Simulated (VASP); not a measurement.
A run of VASP 6.6.1:

File INCAR:

```
PREC     = Accurate       # precision mode
ENCUT    = 520            # plane-wave cutoff, eV
EDIFF    = 1E-7           # SCF threshold, eV
ISMEAR   = 0              # smearing method
SIGMA    = 0.05           # smearing width, eV
LREAL    = Auto         
LASPH    = T              # aspherical terms in the spheres
NELM     = 150            # most SCF steps
ALGO     = Normal         # electronic algorithm
ISIF     = 2              # what is computed and relaxed
LWAVE    = F              # write WAVECAR
LCHARG   = F              # write CHGCAR
ISPIN    = 2              # spin polarisation
MAGMOM   = 0.5 0.5 0 0 0 0 0 0 0 0 0 0 0.5 0 0 0.5 0 0 0 0 0 0 0.5 0 0 0 0 0 0 0 0 0 0 0 0 0 0 0 0 0 0 0 0 0 0 0 0 # initial moments
LORBIT   = 11             # projections on sites
GGA      = PE             # functional
NBANDS   = 126            # bands
LUSENCCL = F
```

File KPOINTS:

```
regular mesh
0
Gamma
  2 2 2
```

The input POSCAR:

```
Mg24O23
1.0
    5.2295670000     -3.0192920000     -4.1780410000
   -5.2295670000      3.0192920000     -4.1780410000
    5.2295670000      9.0578750000      4.1780400000
Mg O
24 23
Direct
    0.7859761042      0.6203234552      0.1670638892
    0.2962961881      0.1304545819      0.1670789426
    0.6249914308      0.9583541074      0.3336765718
    0.1248318743      0.4583173651      0.3336156179
    0.4577392635      0.2912588146      0.5005257731
    0.9587826091      0.7924289451      0.5005611541
    0.2918134585      0.6244879945      0.6667356017
    0.7918204003      0.1245577426      0.6668282343
    0.1242541614      0.9576664477      0.8335213888
    0.6255049079      0.4587852104      0.8335300440
    0.9579938240      0.2914288488     -0.0001119673
    0.4581864082      0.7914248381     -0.0000053956
    0.8761026457      0.0401278839      0.1666645836
    0.3730256823      0.5435183917      0.1669208003
    0.7087448011      0.3754891444      0.3343301344
    0.2066019057      0.8752461164      0.3322712247
    0.5417502032      0.7082359409      0.5004443608
    0.0415273348      0.2074414374      0.4993898132
    0.3756753648      0.0411760868      0.6672449751
    0.8752993052      0.5407953764      0.6666125467
    0.2081312613      0.3745142847      0.8331108574
    0.7090239187      0.8747553039      0.8341999752
    0.0415147823      0.7101689142      0.0019544434
    0.5410576409      0.2079268878     -0.0003041146
    0.5407682141      0.3755530629      0.1670327732
    0.8739392148      0.2090001675      0.3332207933
    0.3747979287      0.7086559474      0.3341271584
    0.7083410039      0.5413622594      0.5003342530
    0.2091432559      0.0413725952      0.5008880560
    0.5421357059      0.8745741359      0.6672646234
    0.0418281357      0.3742700804      0.6664585133
    0.3751599812      0.2080301174      0.8337176218
    0.8754397710      0.7073610939      0.8331357680
    0.2077866350      0.5413796618     -0.0005192663
    0.7071893613      0.0423246541      0.0002055508
    0.6256507238      0.7916299595      0.1669369378
    0.1246687170      0.2906415935      0.1667374401
    0.4569037473      0.1245507720      0.3329742206
    0.9578570798      0.6259040454      0.3329292180
    0.2915136598      0.4580403036      0.5000888234
    0.7916544664      0.9582687151      0.5002344106
    0.1252641464      0.7913871761      0.6670943466
    0.6252386962      0.2913877579      0.6670622959
    0.9582951490      0.1246312513      0.8335178250
    0.4584897834      0.6246772259      0.8334563444
    0.7920214728      0.4597403193      0.0011903530
    0.2912040987      0.9586771228      0.0010940938
```

Potentials or basis: VASP PAW PBE potentials, release 64 (Mg, O).

The run is started by

```sh
$ cat potpaw_PBE.64/Mg/POTCAR potpaw_PBE.64/O/POTCAR > POTCAR
$ mpirun -np 1 vasp_std > vasp.out
```

Hardware: 1 × NVIDIA H100 80GB with 1 thread of AMD EPYC 7R13 Processor (Zen 3), with other jobs on the host.

Problem. How long does it take, and how much memory?

Solution. Run time: 2.8 min on 1 × NVIDIA H100 80GB with 1 thread of AMD EPYC 7R13 Processor (Zen 3) (shared host), peak memory 2 GiB. Counts: scf iterations 17, k points 8.
